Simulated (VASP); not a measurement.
# HfSiO4 (I4_1/amd) in VASP: single point with PBE

Aim: the single point of HfSiO4 with PBE.

Program: VASP 6.6.1. These are calculated values, not measurements. Logs are shortened: lines on timing, memory, paths and dates and some standing lists are left out, and cuts for length are marked.

## 1. The cell of the first run

It takes space group I4_1/amd (No. 141, tetragonal). Conventional cell: a = 6.645 Å, b = 6.645 Å, c = 6.015 Å, α = 90.00°, β = 90.00°, γ = 90.00°. Within 2.8 Å of Hf (site symmetry -4m2) lie 8 O at 2.14 to 2.28 Å. Within 2.2 Å of Si (site symmetry -4m2) lie 4 O at 1.64 Å. O (site symmetry m) has 1 Si at 1.64 Å and 1 Hf at 2.14 Å within 2.2 Å.

## 2. Single point, PBE

The input, INCAR:

```
SYSTEM = HfSiO4
ALGO = Normal ; EDIFF = 1E-6
ENCUT = 520 ; GGA = PE
ISIF = 2 ; ISMEAR = 0
LASPH = .TRUE. ; LCHARG = .FALSE.
LREAL = Auto ; LWAVE = .FALSE.
NBANDS = 138 ; NELM = 100
PREC = Accurate ; SIGMA = 0.02
```

The input, KPOINTS:

```
k-points
0
G
  2 2 2
  0 0 0
```

The input, POSCAR:

```
HfSiO4
1.0
   -6.6449050321      0.0000000000      0.0000000000
    0.0000000000     -6.6449050321      0.0000000000
    3.3224525161      3.3224525161      9.0224221621
Hf Si O
6 6 24
Direct
    0.6666666667      0.6666666667      0.3333333333
    1.0000000000      0.0000000000      0.0000000000
    0.3333333333      0.3333333333      0.6666666667
    0.7500000000      0.2500000000      0.5000000000
    0.0833333333      0.5833333333      0.1666666667
    0.4166666667      0.9166666667      0.8333333333
    0.2500000000      0.7500000000      0.5000000000
    0.5833333333      0.0833333333      0.1666666667
    0.9166666667      0.4166666667      0.8333333333
    0.8333333333      0.8333333333      0.6666666667
    0.1666666667      0.1666666667      0.3333333333
    0.5000000000      0.5000000000      0.0000000000
    0.1063129741      0.2905220522      0.2126259483
    0.4396463075      0.6238553855      0.8792926149
    0.7729796408      0.9571887188      0.5459592816
    0.0054372294      0.6896463075      0.3792926149
    0.3387705628      0.0229796408      0.0459592816
    0.6721038961      0.3563129741      0.7126259483
    0.3738553855      0.6896463075      0.3792926149
    0.7071887188      0.0229796408      0.0459592816
    0.0405220522      0.3563129741      0.7126259483
    0.7729796408      0.5887705628      0.5459592816
    0.1063129741      0.9221038961      0.2126259483
    0.4396463075      0.2554372294      0.8792926149
    0.4112294372      0.2270203592      0.4540407184
    0.7445627706      0.5603536925      0.1207073851
    0.0778961039      0.8936870259      0.7873740517
    0.3103536925      0.6261446145      0.6207073851
    0.6436870259      0.9594779478      0.2873740517
    0.9770203592      0.2928112812      0.9540407184
    0.3103536925      0.9945627706      0.6207073851
    0.6436870259      0.3278961039      0.2873740517
    0.9770203592      0.6612294372      0.9540407184
    0.7094779478      0.8936870259      0.7873740517
    0.0428112812      0.2270203592      0.4540407184
    0.3761446145      0.5603536925      0.1207073851
```

Potentials or basis: VASP PAW PBE potentials, release 64 (Hf_pv, Si, O).

Started as:

```sh
cat potpaw_PBE.64/Hf_pv/POTCAR potpaw_PBE.64/Si/POTCAR potpaw_PBE.64/O/POTCAR > POTCAR
mpirun -np 1 vasp_std > vasp.out
```

OUTCAR:

```text
SYSTEM = HfSiO4
   EDIFF = 1E-6
   ENCUT = 520
   GGA = PE
   ISIF = 2
   ISMEAR = 0
   LASPH = .TRUE.
   LREAL = Auto
   NELM = 100
   PREC = Accurate

 ion  position               nearest neighbor table
   1  0.667  0.667  0.333-  16 2.14  29 2.14  32 2.14  19 2.14  26 2.28  36 2.28  15 2.28  22 2.28
                            12 3.01  10 3.01   5 3.65   4 3.65   5 3.65   4 3.65
   2  0.000  0.000  0.000-  17 2.14  33 2.14  30 2.14  20 2.14  13 2.28  34 2.28  27 2.28  23 2.28
                            10 3.01  11 3.01   5 3.65   6 3.65   6 3.65   5 3.65
   3  0.333  0.333  0.667-  31 2.14  21 2.14  18 2.14  28 2.14  24 2.28  14 2.28  35 2.28  25 2.28
                            12 3.01  11 3.01   6 3.65   4 3.65   6 3.65   4 3.65
   4  0.750  0.250  0.500-  22 2.14  25 2.14  15 2.14  35 2.14  21 2.28  29 2.28  32 2.28  18 2.28
                             8 3.01   9 3.01   3 3.65   1 3.65   3 3.65   1 3.65
   5  0.083  0.583  0.167-  26 2.14  13 2.14  23 2.14  36 2.14  16 2.28  19 2.28  30 2.28  33 2.28
                             7 3.01   9 3.01   1 3.65   2 3.65   1 3.65   2 3.65
   6  0.417  0.917  0.833-  24 2.14  34 2.14  27 2.14  14 2.14  31 2.28  28 2.28  20 2.28  17 2.28
                             7 3.01   8 3.01   3 3.65   2 3.65   3 3.65   2 3.65
   7  0.250  0.750  0.500-  16 1.64  31 1.64  28 1.64  19 1.64   5 3.01   6 3.01
   8  0.583  0.083  0.167-  29 1.64  17 1.64  32 1.64  20 1.64   4 3.01   6 3.01
   9  0.917  0.417  0.833-  21 1.64  33 1.64  18 1.64  30 1.64   4 3.01   5 3.01
  10  0.833  0.833  0.667-  34 1.64  22 1.64  27 1.64  15 1.64   2 3.01   1 3.01
  11  0.167  0.167  0.333-  13 1.64  25 1.64  23 1.64  35 1.64   2 3.01   3 3.01
[... 32 lines left out ...]
 A1 = (  -3.3224525161,   3.3224525160,  -9.0224221621)
 A2 = (   3.3224525160,  -3.3224525161,  -9.0224221621)
 A3 = (  -3.3224525160,  -3.3224525160,   9.0224221621)

Analysis of symmetry for initial positions (statically):
=====================================================================
 Subroutine PRICEL returns following result:

  LATTYP: Found a body centered tetragonal cell.
 ALAT       =     6.6449050311
 C/A-ratio  =     0.9051970013

  Lattice vectors:

 A1 = (  -3.3224525157,   3.3224525164,  -3.0074740537)
 A2 = (   3.3224525154,  -3.3224525167,  -3.0074740546)
 A3 = (  -3.3224525154,  -3.3224525154,   3.0074740546)

   3 primitive cells build up your supercell.

 Routine SETGRP: Setting up the symmetry group for a
 body centered tetragonal supercell.

 Subroutine GETGRP returns: Found 16 space group operations
 (whereof  8 operations were pure point group operations)
 out of a pool of 16 trial point group operations.

The static configuration has the point symmetry D_2d.
 The point group associated with its full space group is D_4h.

Analysis of symmetry for dynamics (positions and initial velocities):
=====================================================================
 Subroutine PRICEL returns following result:

  LATTYP: Found a body centered tetragonal cell.
 ALAT       =     6.6449050311
 C/A-ratio  =     0.9051970013

  Lattice vectors:

 A1 = (  -3.3224525157,   3.3224525164,  -3.0074740537)
 A2 = (   3.3224525154,  -3.3224525167,  -3.0074740546)
 A3 = (  -3.3224525154,  -3.3224525154,   3.0074740546)

   3 primitive cells build up your supercell.

 Routine SETGRP: Setting up the symmetry group for a
 body centered tetragonal supercell.

 Subroutine GETGRP returns: Found 16 space group operations
 (whereof  8 operations were pure point group operations)
 out of a pool of 16 trial point group operations.

The dynamic configuration has the point symmetry D_2d.
 The point group associated with its full space group is D_4h.

 Subroutine INISYM returns: Found 16 space group operations
 (whereof  8 operations are pure point group operations),
 and found     3 'primitive' translations

----------------------------------------------------------------------------------------

                                     Primitive cell

  volume of cell :     132.7943

  direct lattice vectors                    reciprocal lattice vectors
    -3.322452516  3.322452516 -3.007474054    -0.150491240  0.000000000 -0.166252473
     3.322452515 -3.322452517 -3.007474055    -0.000000000 -0.150491240 -0.166252473
    -3.322452515 -3.322452515  3.007474055    -0.150491240 -0.150491240  0.000000000

  length of vectors
[... 29 lines left out ...]
                12          36

----------------------------------------------------------------------------------------

 KPOINTS: k-points

Automatic generation of k-mesh.
 Grid dimensions read from file:
 generate k-points for:    2    2    2

 Generating k-lattice:

  Cartesian coordinates                     Fractional coordinates (reciprocal lattice)
    -0.075245620  0.000000000  0.027708746     0.500000000  0.000000000  0.000000000
     0.000000000 -0.075245620  0.027708746     0.000000000  0.500000000  0.000000000
     0.000000000  0.000000000  0.055417491     0.000000000  0.000000000  0.500000000

  Length of vectors
     0.080185273  0.080185273  0.055417491

  Shift w.r.t. Gamma in fractional coordinates (k-lattice)
     0.000000000  0.000000000  0.000000000

 Subroutine IBZKPT returns following result:
 ===========================================

 Found      4 irreducible k-points:

 Following reciprocal coordinates:
            Coordinates               Weight
  0.000000  0.000000  0.000000      1.000000
  0.500000  0.000000 -0.000000      4.000000
  0.500000  0.500000 -0.000000      2.000000
  0.000000  0.000000  0.500000      1.000000
   k-points           NKPTS =      4   k-points in BZ     NKDIM =      4   number of bands    NBANDS=    138
   number of dos      NEDOS =    301   number of ions     NIONS =     36
   total plane-waves  NPLWV = 200000
   dimension x,y,z NGX =    50 NGY =   50 NGZ =   80
   dimension x,y,z NGXF=   100 NGYF=  100 NGZF=  160
   ions per type =               6   6  24
   NGX,Y,Z   is equivalent  to a cutoff of  12.51, 12.51, 13.07 a.u.
   NGXF,Y,Z  is equivalent  to a cutoff of  25.02, 25.02, 26.15 a.u.
 SYSTEM =  HfSiO4
   PREC   = accura    normal or accurate (medium, high low for compatibility)
   ISTART =      0    job   : 0-new  1-cont  2-samecut
   ICHARG =      2    charge: 1-file 2-atom 10-const
   ISPIN  =      1    spin polarized calculation?
   LNONCOLLINEAR =      F non collinear calculations
   LSORBIT =      F    spin-orbit coupling
   LASPH  =      T    aspherical Exc in radial PAW
   ENCUT  =  520.0 eV  38.22 Ry    6.18 a.u.  12.36 12.36 18.91*2*pi/ulx,y,z
   NELM   =    100;   NELMIN=  2; NELMDL= -5     # of ELM steps
   EDIFF  = 0.1E-05   stopping-criterion for ELM
   LREAL  =      T    real-space projection
   EDIFFG = 0.1E-04   stopping-criterion for IOM
   NSW    =      0    number of steps for IOM
   IBRION =     -1    ionic relax: 0-MD 1-quasi-New 2-CG
   NFREE  =      0    steps in history (QN), initial steepest desc. (CG)
   ISIF   =      2    stress and relaxation
   ISYM   =      2    0-nonsym 1-usesym 2-fastsym
   POTIM  = 0.5000    time-step for ionic-motion
   TEBEG  =    0.0;   TEEND  =   0.0 temperature during run
   PSTRESS=    0.0 pullay stress
   NELECT =     228.0000    total number of electrons
   NUPDOWN=      -1.0000    fix difference up-down
   EMIN   =  10.00;   EMAX   =-10.00  energy-range for DOS
   EFERMI =   0.00;   METHOD = LEGACY
   ISMEAR =     0;   SIGMA  =   0.02  broadening in eV -4-tet -1-fermi 0-gaus
   EFERMI_NEDOS =   21; number of points for ismear=-14 and -15
   IALGO  =     38    algorithm
   IMIX   =      4    mixing-type and parameters
     AMIX     =   0.40;   BMIX     =  1.00
     AMIX_MAG =   1.60;   BMIX_MAG =  1.00
  volume/ion in A,a.u.               =      11.07        74.68
  Fermi-wavevector in a.u.,A,eV,Ry     =   1.359209  2.568532 25.136068  1.847449
  Thomas-Fermi vector in A             =   2.485976
   LORBIT       =      0    0 simple, 1 ext, 2 COOP (PROOUT), +10 PAW based schemes
   GGA     = PE    functional components
   LHFCALC =     F    Hartree Fock is set to
   AEXX    =    0.0000 exact exchange contribution
   IVDW    =     0    specifies the selected vdW correction
   LEPSILON=     F    determine dielectric tensor
   LRPA    =     F    only Hartree local field effects (RPA)
 non-spin polarized calculation
 Gauss-broadening in eV      SIGMA  =   0.02
  energy-cutoff  :      520.00
  volume of cell :      398.38
 maximum number of plane-waves:     10770
 NGX is ok and might be reduce to    50
   NGX = 25   NGY = 25   NGZ = 37

 number of electron     227.9999990 magnetization

 Free energy of the ion-electron system (eV)
  ---------------------------------------------------
  ext. energy  EPLUGINS =         0.00000000
  ---------------------------------------------------
  free energy    TOTEN  =      -325.93814879 eV

  energy without entropy =     -325.93814879  energy(sigma->0) =     -325.93814879

 E-fermi :   3.1672     XC(G=0): -10.9391

 val. band max:        3.0578749700   @ k =   0.0000   0.0000   0.0000
 cond. band min:       8.3254574203   @ k =   0.5000   0.5000  -0.0000
 fundamental gap:      5.2675824504
 Fermi energy:         3.1672423059

 k-point     1 :       0.0000    0.0000    0.0000
  band No.  band energies     occupation
      1     -26.4204      2.00000
      2     -26.4204      2.00000
      3     -26.4204      2.00000
      4     -26.4204      2.00000
      5     -26.4120      2.00000
      6     -26.4120      2.00000
[... 505 lines left out ...]
    125       9.4323      0.00000
    126       9.4323      0.00000
 [bands above 126 left out]

------------------------ aborting loop because EDIFF is reached ----------------------------------------

  FORCE on cell =-STRESS in cart. coord.  units (eV):
  Direction    XX          YY          ZZ          XY          YZ          ZX
  --------------------------------------------------------------------------------------
  -------------------------------------------------------------------------------------
  Total       -4.2583806     -4.2583806     -3.5120213      0.0000000     -0.0000000     -0.0000000
  in kB      -17.1259377    -17.1259377    -14.1243029      0.0000000     -0.0000000     -0.0000000
  external PRESSURE =     -16.1253928 kB  Pullay stress =       0.0000000 kB

 VOLUME and BASIS-vectors are now :
 -----------------------------------------------------------------------------
  energy-cutoff  :      520.00
  volume of cell :      398.38
      direct lattice vectors                 reciprocal lattice vectors
    -6.644905032  0.000000000  0.000000000    -0.150491240  0.000000000  0.055417491
     0.000000000 -6.644905032  0.000000000     0.000000000 -0.150491240  0.055417491
     3.322452516  3.322452516  9.022422162     0.000000000  0.000000000  0.110834982

 POSITION                                       TOTAL-FORCE (eV/Angst)
 -----------------------------------------------------------------------------------
     -3.32245     -3.32245      3.00747        -0.000000      0.000000      0.000000
      0.00000      0.00000      0.00000        -0.000000      0.000000      0.000000
      0.00000      0.00000      6.01495        -0.000000      0.000000      0.000000
     -3.32245      0.00000      4.51121        -0.000000      0.000000      0.000000
      0.00000     -3.32245      1.50374        -0.000000      0.000000      0.000000
     -0.00000     -3.32245      7.51869        -0.000000      0.000000      0.000000
[... 28 lines left out ...]
      1.22405      0.00000      4.09655         0.129581      0.000000      0.116378
     -2.09840     -3.32245      1.08907         0.129581      0.000000      0.116378
 -----------------------------------------------------------------------------------
    total drift:                               -0.000000     -0.000000      0.000000

  FREE ENERGIE OF THE ION-ELECTRON SYSTEM (eV)
  ---------------------------------------------------
  free  energy   TOTEN  =      -325.9381487870 eV

  energy  without entropy=     -325.9381487870  energy(sigma->0) =     -325.93814879
```

Wall time 10 min (1 thread of Intel Xeon 6975P-C, shared host); peak memory 0.54 GiB.

Results:

* Free energy: -325.9381 eV
* Pressure: -1.6 GPa
* Largest force: 0.174 eV/Å
* Band gap on the k mesh: 5.27 eV

Forces on the atoms (eV/Å):
```
Hf   0.000  0.000  0.000
Hf   0.000  0.000  0.000
Hf   0.000  0.000  0.000
Hf   0.000  0.000  0.000
Hf   0.000  0.000  0.000
Hf   0.000  0.000  0.000
Si   0.000  0.000  0.000
Si   0.000  0.000  0.000
Si   0.000  0.000  0.000
Si   0.000  0.000  0.000
Si   0.000  0.000  0.000
Si   0.000  0.000  0.000
O    0.000 -0.130 -0.116
O    0.000 -0.130 -0.116
O    0.000 -0.130 -0.116
O    0.130  0.000 -0.116
O    0.130  0.000 -0.116
O    0.130  0.000 -0.116
O   -0.130  0.000 -0.116
O   -0.130  0.000 -0.116
O   -0.130  0.000 -0.116
O    0.000  0.130 -0.116
O    0.000  0.130 -0.116
O    0.000  0.130 -0.116
O   -0.130  0.000  0.116
O   -0.130  0.000  0.116
O   -0.130  0.000  0.116
O    0.000  0.130  0.116
O    0.000  0.130  0.116
O    0.000  0.130  0.116
O    0.000 -0.130  0.116
O    0.000 -0.130  0.116
O    0.000 -0.130  0.116
O    0.130  0.000  0.116
O    0.130  0.000  0.116
O    0.130  0.000  0.116
```

Stress tensor (GPa, compression positive):
```
-1.71  0.00  0.00
 0.00 -1.71  0.00
 0.00  0.00 -1.41
```

Levels at points of the mesh, in eV from the valence-band top:
```tsv
k point	band 111	band 112	band 113	band 114	band 115	band 116	band 117	band 118
(0.00, 0.00, 0.00)	-0.45	-0.45	-0.45	0.00	5.60	5.77	5.77	5.91
(0.50, 0.00, 0.00)	-0.36	-0.36	-0.24	-0.22	5.50	5.56	5.56	5.61
(0.50, 0.50, 0.00)	-0.49	-0.49	-0.49	-0.49	5.27	5.27	5.27	5.27
(0.00, 0.00, 0.50)	-0.33	-0.33	-0.05	-0.05	5.63	5.63	6.06	6.06
```

Caveat: the k points lie up to 0.50 Å⁻¹ apart; spin-orbit coupling is left out, which moves the levels of the heavy elements.
